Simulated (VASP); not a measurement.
# AlCo2 (Fm-3m) in VASP: a series of runs

The runs below take AlCo2 through single point, with PBE.

All numbers are computed with VASP 6.6.1; they aren't measurements. Logs are shortened: lines on timing, memory, paths and dates and some standing lists are left out, and cuts for length are marked.

**1. The cell of the first run**

It takes space group Fm-3m (No. 225, cubic). The conventional cell has a = 5.286 Å, b = 5.286 Å, c = 5.286 Å, α = 90.00°, β = 90.00°, γ = 90.00°. Within 3.0 Å of Al (site symmetry m-3m) lie 8 Co at 2.29 Å. Within 3.0 Å of Co (site symmetry -43m) lie 4 Al at 2.29 Å and 6 Co at 2.64 Å.

**2. Single point, PBE, collinear spin, ferromagnetic start**

INCAR reads:

```
PREC = Accurate ; ENCUT = 520
EDIFF = 1E-6 ; ISMEAR = 0
SIGMA = 0.1 ; LREAL = False
LASPH = True ; NELM = 150
ALGO = Fast ; ISIF = 2
LWAVE = False ; LCHARG = False
ISPIN = 2 ; MAGMOM = 0 3 3
LORBIT = 11 ; LMAXMIX = 4
GGA = PE ; NBANDS = 22
```

KPOINTS reads:

```
Automatic mesh
0
Gamma
  6 6 6
```

POSCAR reads:

```
AlCo2
1.0
    0.0000000000      2.6429823500      2.6429823500
    2.6429823500      0.0000000000      2.6429823500
    2.6429823500      2.6429823500      0.0000000000
Al Co
1 2
Direct
    0.0000000000      0.0000000000      0.0000000000
    0.7500000000      0.7500000000      0.7500000000
    0.2500000000      0.2500000000      0.2500000000
```

Potentials or basis: VASP PAW PBE potentials, release 64 (Al, Co).

Launch:

```bash
> cat potpaw_PBE.64/Al/POTCAR potpaw_PBE.64/Co/POTCAR > POTCAR
> mpirun -np 1 vasp_std > vasp.out
```

OUTCAR:

```text
PREC = Accurate
   ENCUT = 520
   EDIFF = 1E-6
   ISMEAR = 0
   LREAL = False
   LASPH = True
   NELM = 150
   ISIF = 2
   ISPIN = 2
   LORBIT = 11
   GGA = PE

 ion  position               nearest neighbor table
   1  0.000  0.000  0.000-   2 2.29   2 2.29   2 2.29   3 2.29   3 2.29   3 2.29   3 2.29   2 2.29

   2  0.750  0.750  0.750-   1 2.29   1 2.29   1 2.29   1 2.29   3 2.64   3 2.64   3 2.64   3 2.64
                             3 2.64   3 2.64
   3  0.250  0.250  0.250-   1 2.29   1 2.29   1 2.29   1 2.29   2 2.64   2 2.64   2 2.64   2 2.64
                             2 2.64   2 2.64

  LATTYP: Found a face centered cubic cell.
 ALAT       =     5.2859647000

  Lattice vectors:

 A1 = (   0.0000000000,   2.6429823500,   2.6429823500)
 A2 = (   2.6429823500,   0.0000000000,   2.6429823500)
 A3 = (   2.6429823500,   2.6429823500,   0.0000000000)

Analysis of symmetry for initial positions (statically):
=====================================================================
 Subroutine PRICEL returns:
 Original cell was already a primitive cell.

 Routine SETGRP: Setting up the symmetry group for a
 face centered cubic supercell.

 Subroutine GETGRP returns: Found 48 space group operations
 (whereof 48 operations were pure point group operations)
 out of a pool of 48 trial point group operations.

The static configuration has the point symmetry O_h .

Analysis of symmetry for dynamics (positions and initial velocities):
=====================================================================
 Subroutine PRICEL returns:
 Original cell was already a primitive cell.

 Routine SETGRP: Setting up the symmetry group for a
 face centered cubic supercell.

 Subroutine GETGRP returns: Found 48 space group operations
 (whereof 48 operations were pure point group operations)
 out of a pool of 48 trial point group operations.

The dynamic configuration has the point symmetry O_h .

Analysis of structural, dynamic, and magnetic symmetry:
=====================================================================
 Subroutine PRICEL returns:
 Original cell was already a primitive cell.

 Routine SETGRP: Setting up the symmetry group for a
 face centered cubic supercell.

 Subroutine GETGRP returns: Found 48 space group operations
 (whereof 48 operations were pure point group operations)
 out of a pool of 48 trial point group operations.

The overall configuration has the point symmetry O_h .

 Subroutine INISYM returns: Found 48 space group operations
 (whereof 48 operations are pure point group operations),
 and found     1 'primitive' translations

----------------------------------------------------------------------------------------

                                     Primitive cell

  volume of cell :      36.9243

  direct lattice vectors                    reciprocal lattice vectors
     0.000000000  2.642982350  2.642982350    -0.189180227  0.189180227  0.189180227
     2.642982350  0.000000000  2.642982350     0.189180227 -0.189180227  0.189180227
     2.642982350  2.642982350  0.000000000     0.189180227  0.189180227 -0.189180227

  length of vectors
     3.737741484  3.737741484  3.737741484     0.327669764  0.327669764  0.327669764

  position of ions in fractional coordinates (direct lattice)
     0.000000000  0.000000000  0.000000000
     0.750000000  0.750000000  0.750000000
     0.250000000  0.250000000  0.250000000

  ion indices of the primitive-cell ions
   primitive index   ion index
                 1           1
                 2           2
                 3           3

----------------------------------------------------------------------------------------

 KPOINTS: Automatic mesh

Automatic generation of k-mesh.
 Grid dimensions read from file:
 generate k-points for:    6    6    6

 Generating k-lattice:

  Cartesian coordinates                     Fractional coordinates (reciprocal lattice)
    -0.031530038  0.031530038  0.031530038     0.166666667  0.000000000  0.000000000
     0.031530038 -0.031530038  0.031530038     0.000000000  0.166666667  0.000000000
     0.031530038  0.031530038 -0.031530038     0.000000000  0.000000000  0.166666667

  Length of vectors
     0.054611627  0.054611627  0.054611627

  Shift w.r.t. Gamma in fractional coordinates (k-lattice)
     0.000000000  0.000000000  0.000000000

 Subroutine IBZKPT returns following result:
 ===========================================

 Found     16 irreducible k-points:

 Following reciprocal coordinates:
            Coordinates               Weight
  0.000000  0.000000  0.000000      1.000000
  0.166667  0.000000  0.000000      8.000000
  0.333333  0.000000  0.000000      8.000000
  0.500000  0.000000  0.000000      4.000000
  0.166667  0.166667  0.000000      6.000000
  0.333333  0.166667  0.000000     24.000000
[... 8 lines left out ...]
 -0.333333  0.333333  0.166667     24.000000
 -0.333333  0.500000  0.166667     12.000000
   k-points           NKPTS =     16   k-points in BZ     NKDIM =     16   number of bands    NBANDS=     22
   number of dos      NEDOS =    301   number of ions     NIONS =      3
   total plane-waves  NPLWV =  21952
   dimension x,y,z NGX =    28 NGY =   28 NGZ =   28
   dimension x,y,z NGXF=    56 NGYF=   56 NGZF=   56
   ions per type =               1   2
   NGX,Y,Z   is equivalent  to a cutoff of  12.45, 12.45, 12.45 a.u.
   NGXF,Y,Z  is equivalent  to a cutoff of  24.91, 24.91, 24.91 a.u.
 SYSTEM =  unknown system
   PREC   = accura    normal or accurate (medium, high low for compatibility)
   ISTART =      0    job   : 0-new  1-cont  2-samecut
   ICHARG =      2    charge: 1-file 2-atom 10-const
   ISPIN  =      2    spin polarized calculation?
   LNONCOLLINEAR =      F non collinear calculations
   LSORBIT =      F    spin-orbit coupling
   LASPH  =      T    aspherical Exc in radial PAW
   ENCUT  =  520.0 eV  38.22 Ry    6.18 a.u.   6.95  6.95  6.95*2*pi/ulx,y,z
   NELM   =    150;   NELMIN=  2; NELMDL= -5     # of ELM steps
   EDIFF  = 0.1E-05   stopping-criterion for ELM
   LREAL  =      F    real-space projection
   EDIFFG = 0.1E-04   stopping-criterion for IOM
   NSW    =      0    number of steps for IOM
   IBRION =     -1    ionic relax: 0-MD 1-quasi-New 2-CG
   NFREE  =      0    steps in history (QN), initial steepest desc. (CG)
   ISIF   =      2    stress and relaxation
   ISYM   =      2    0-nonsym 1-usesym 2-fastsym
   POTIM  = 0.5000    time-step for ionic-motion
   TEBEG  =    0.0;   TEEND  =   0.0 temperature during run
   PSTRESS=    0.0 pullay stress
   NELECT =      21.0000    total number of electrons
   NUPDOWN=      -1.0000    fix difference up-down
   EMIN   =  10.00;   EMAX   =-10.00  energy-range for DOS
   EFERMI =   0.00;   METHOD = LEGACY
   ISMEAR =     0;   SIGMA  =   0.10  broadening in eV -4-tet -1-fermi 0-gaus
   EFERMI_NEDOS =   21; number of points for ismear=-14 and -15
   IALGO  =     68    algorithm
   IMIX   =      4    mixing-type and parameters
     AMIX     =   0.40;   BMIX     =  1.00
     AMIX_MAG =   1.60;   BMIX_MAG =  1.00
  volume/ion in A,a.u.               =      12.31        83.06
  Fermi-wavevector in a.u.,A,eV,Ry     =   1.356366  2.563161 25.031041  1.839730
  Thomas-Fermi vector in A             =   2.483376
   LORBIT       =     11    0 simple, 1 ext, 2 COOP (PROOUT), +10 PAW based schemes
   GGA     = PE    functional components
   LHFCALC =     F    Hartree Fock is set to
   AEXX    =    0.0000 exact exchange contribution
   IVDW    =     0    specifies the selected vdW correction
   LEPSILON=     F    determine dielectric tensor
   LRPA    =     F    only Hartree local field effects (RPA)
 spin polarized calculation
 RMM-DIIS sequential band-by-band and
 Gauss-broadening in eV      SIGMA  =   0.10
  energy-cutoff  :      520.00
  volume of cell :       36.92
 maximum number of plane-waves:      1018
   NGX = 13   NGY = 13   NGZ = 13

 number of electron      21.0000017 magnetization       1.3906219

 Free energy of the ion-electron system (eV)
  ---------------------------------------------------
  ext. energy  EPLUGINS =         0.00000000
  ---------------------------------------------------
  free energy    TOTEN  =       -16.66924080 eV

  energy without entropy =      -16.65021561  energy(sigma->0) =      -16.65972820

 E-fermi :   8.6495     XC(G=0): -12.0348

 val. band max:        8.6486939434   @ k =  -0.3333   0.3333   0.1667
 cond. band min:       8.6739482535   @ k =   0.1667   0.1667   0.0000
 fundamental gap:      0.0252543101
 Fermi energy:         8.6495105228

 spin component 1

 k-point     1 :       0.0000    0.0000    0.0000
  band No.  band energies     occupation
      1      -0.5735      1.00000
      2       5.3898      1.00000
      3       5.3898      1.00000
      4       5.3898      1.00000
      5       5.7664      1.00000
      6       5.7664      1.00000
[... 373 lines left out ...]
      5       6.4459      1.00000
      6       6.9751      1.00000
[... 14 lines left out ...]
     21      27.4660      0.00000
     22      27.6569      0.00000
 Fermi energy:         8.6495105228

 spin component 2

 k-point     1 :       0.0000    0.0000    0.0000
  band No.  band energies     occupation
      1      -0.6007      1.00000
      2       5.9094      1.00000
      3       5.9094      1.00000
      4       5.9094      1.00000
      5       6.2882      1.00000
      6       6.2882      1.00000
[... 374 lines left out ...]
      6       7.5073      1.00000
[... 14 lines left out ...]
     21      27.5173      0.00000
     22      27.5685      0.00000

------------------------ aborting loop because EDIFF is reached ----------------------------------------

  FORCE on cell =-STRESS in cart. coord.  units (eV):
  Direction    XX          YY          ZZ          XY          YZ          ZX
  --------------------------------------------------------------------------------------
  -------------------------------------------------------------------------------------
  Total        3.6276319      3.6276319      3.6276319      0.0000000      0.0000000     -0.0000000
  in kB      157.4059010    157.4059010    157.4059010      0.0000000      0.0000000     -0.0000000
  external PRESSURE =     157.4059010 kB  Pullay stress =       0.0000000 kB

 VOLUME and BASIS-vectors are now :
 -----------------------------------------------------------------------------
  energy-cutoff  :      520.00
  volume of cell :       36.92
      direct lattice vectors                 reciprocal lattice vectors
     0.000000000  2.642982350  2.642982350    -0.189180227  0.189180227  0.189180227
     2.642982350  0.000000000  2.642982350     0.189180227 -0.189180227  0.189180227
     2.642982350  2.642982350  0.000000000     0.189180227  0.189180227 -0.189180227

 POSITION                                       TOTAL-FORCE (eV/Angst)
 -----------------------------------------------------------------------------------
      0.00000      0.00000      0.00000         0.000000     -0.000000     -0.000000
      3.96447      3.96447      3.96447         0.000000      0.000000      0.000000
      1.32149      1.32149      1.32149        -0.000000     -0.000000     -0.000000
 -----------------------------------------------------------------------------------
    total drift:                                0.000000      0.000000      0.000000

  FREE ENERGIE OF THE ION-ELECTRON SYSTEM (eV)
  ---------------------------------------------------
  free  energy   TOTEN  =       -16.6692407953 eV

  energy  without entropy=      -16.6502156113  energy(sigma->0) =      -16.65972820

 total charge

# of ion       s       p       d       tot
------------------------------------------
    1        0.478   0.505   0.000   0.983
    2        0.481   0.445   7.461   8.387
    3        0.481   0.445   7.461   8.387
--------------------------------------------------
tot          1.439   1.396  14.922  17.756

 magnetization (x)

# of ion       s       p       d       tot
------------------------------------------
    1       -0.008  -0.036   0.000  -0.044
    2       -0.002  -0.009   0.754   0.744
    3       -0.002  -0.009   0.754   0.744
--------------------------------------------------
tot         -0.011  -0.053   1.509   1.444
```

Wall time 25 s (1 thread of Intel Xeon Platinum 8488C (Sapphire Rapids), shared host); peak memory 0.17 GiB.

What came out:

| Quantity | Value |
| --- | --- |
| Free energy | -16.6692 eV |
| Pressure | 15.7 GPa |
| Net moment | 1.39 μB per cell |
| Site moments | Al -0.04; Co +0.74 μB |
| Valence electrons inside the program's atomic spheres | Al 0.98; Co 8.39 |

Levels at points of the mesh, in eV from the Fermi level:
Spin up:
```csv
k point,band 8,band 9,band 10,band 11,band 12,band 13,band 14,band 15
"(0.00, 0.00, 0.00)",-0.54,-0.54,0.25,0.25,5.78,5.78,5.78,8.48
"(0.50, 0.00, 0.00)",-1.38,-1.26,-1.26,-1.16,-0.97,5.91,5.91,7.30
"(0.50, 0.50, 0.00)",-1.24,-1.24,-0.42,0.20,0.81,0.81,1.29,5.39
```
Spin down:
| k point | band 5 | band 6 | band 7 | band 8 | band 9 | band 10 | band 11 | band 12 | band 13 | band 14 |
| --- | --- | --- | --- | --- | --- | --- | --- | --- | --- | --- |
| (0.00, 0.00, 0.00) | -2.36 | -2.36 | 0.28 | 0.28 | 0.28 | 0.97 | 0.97 | 5.82 | 5.82 | 5.82 |
| (0.50, 0.00, 0.00) | -1.32 | -1.32 | -0.66 | -0.66 | -0.56 | -0.56 | -0.45 | -0.32 | 6.14 | 6.14 |
| (0.50, 0.50, 0.00) | -1.83 | -0.98 | -0.98 | -0.47 | -0.47 | 0.42 | 0.92 | 0.93 | 0.93 | 1.89 |

**3. Single point, PBE, collinear spin, ferromagnetic start**

This run uses another cell than the first one, of 13.70 Å³/atom, 1.113 times its volume.

INCAR reads:

```
SYSTEM = AlCo2
ALGO = Normal ; EDIFF = 1E-7
ENCUT = 520 ; GGA = PE
ISIF = 2 ; ISMEAR = 0
ISPIN = 2 ; LASPH = .True.
LCHARG = .False. ; LMAXMIX = 4
LORBIT = 11 ; LREAL = .False.
LWAVE = .False. ; MAGMOM = 0 3 3
NBANDS = 22 ; NELM = 150
PREC = Accurate ; SIGMA = 0.1
```

KPOINTS reads:

```
k-points
0
Gamma
  6 6 6
  0 0 0
```

POSCAR reads:

```
AlCo2
1.0
    0.0000000000      2.7392350101      2.7392350101
    2.7392350101      0.0000000000      2.7392350101
    2.7392350101      2.7392350101      0.0000000000
Al Co
1 2
Direct
    0.0000000000      0.0000000000      0.0000000000
    0.7500000000      0.7500000000      0.7500000000
    0.2500000000      0.2500000000      0.2500000000
```

Potentials or basis: VASP PAW PBE potentials, release 64 (Al, Co).

Launch:

```bash
> cat potpaw_PBE.64/Al/POTCAR potpaw_PBE.64/Co/POTCAR > POTCAR
> mpirun -np 1 vasp_std > vasp.out
```

Wall time 32 s (1 thread of Intel Xeon Platinum 8488C (Sapphire Rapids), shared host); peak memory 0.19 GiB.

The run converged. Its results:

- Free energy: -16.8547 eV
- Pressure: 0.3 GPa
- Net moment: 2.15 μB per cell
- Site moments: Al -0.05; Co +1.13 μB
- Valence electrons inside the program's atomic spheres: Al 0.92; Co 8.20

Levels at points of the mesh, in eV from the Fermi level:
Spin up:
```tsv
k point	band 8	band 9	band 10	band 11	band 12	band 13	band 14	band 15
(0.00, 0.00, 0.00)	-0.88	-0.88	-0.19	-0.19	5.34	5.34	5.34	7.49
(0.50, 0.00, 0.00)	-1.55	-1.44	-1.44	-1.38	-1.18	5.14	5.14	6.71
(0.50, 0.50, 0.00)	-1.44	-1.44	-0.78	-0.22	0.67	0.67	0.74	4.55
```
Spin down:
| k point | band 7 | band 8 | band 9 | band 10 | band 11 | band 12 |
| --- | --- | --- | --- | --- | --- | --- |
| (0.00, 0.00, 0.00) | 0.33 | 0.33 | 0.33 | 0.90 | 0.90 | 5.45 |
| (0.50, 0.00, 0.00) | -0.47 | -0.47 | -0.40 | -0.40 | -0.32 | -0.21 |
| (0.50, 0.50, 0.00) | -0.84 | -0.30 | -0.30 | 0.46 | 0.87 | 0.89 |
